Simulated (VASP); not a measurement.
A run of VASP 6.6.1 is set up as follows.

The input INCAR:

```
ALGO     = Normal         # electronic algorithm
DIPOL    = 0.5 0.5 0.500
EDIFF    = 1E-6           # SCF threshold, eV
ENCUT    = 520            # plane-wave cutoff, eV
GGA      = PE             # functional
IDIPOL   = 3            
ISIF     = 2              # what is computed and relaxed
ISMEAR   = 0              # smearing method
LASPH    = True           # aspherical terms in the spheres
LCHARG   = False          # write CHGCAR
LDIPOL   = True         
LREAL    = False          # projectors in reciprocal space
LWAVE    = False          # write WAVECAR
NBANDS   = 50             # bands
NELM     = 80             # most SCF steps
PREC     = Accurate       # precision mode
SIGMA    = 0.05           # smearing width, eV
```

File KPOINTS:

```
k-points
0
Gamma
  7 5 1
```

Contents of POSCAR:

```
TlBr
1.0
    4.0528301093      0.0000000000      0.0000000000
    0.0000000000      5.7315673066      0.0000000000
    0.0000000000      0.0000000000     23.5973509599
Tl Br
4 4
Direct
    0.0000000000      0.5000000000      0.3231141795
    0.0000000000      0.0000000000      0.4357715485
    0.0000000000      0.5000000000      0.5642164122
    0.0000000000      0.0000000000      0.6768745621
    0.5000000000      0.0000000000      0.3219392063
    0.5000000000      0.5000000000      0.4351760694
    0.5000000000      0.0000000000      0.5648356802
    0.5000000000      0.5000000000      0.6780723418
```

Potentials or basis: VASP PAW PBE potentials, release 64 (Tl_d, Br).

Command:

```console
$ cat potpaw_PBE.64/Tl_d/POTCAR potpaw_PBE.64/Br/POTCAR > POTCAR
$ mpirun -np 1 vasp_std > vasp.out
```

Q: What does it give for the largest force?

A: 0.011 eV/Å.

Q: Predict the band gap on the k mesh.

A: 2.54 eV (least direct gap 2.62 eV).

Forces in eV/Å, atoms in the order of the input:
```
Tl   0.000  0.000 -0.010
Tl   0.000  0.000 -0.003
Tl   0.000  0.000  0.004
Tl   0.000  0.000  0.011
Br   0.000  0.000 -0.003
Br   0.000  0.000  0.008
Br   0.000  0.000 -0.010
Br   0.000  0.000  0.002
```

Caveat: spin-orbit coupling is left out, which moves the levels of the heavy elements.
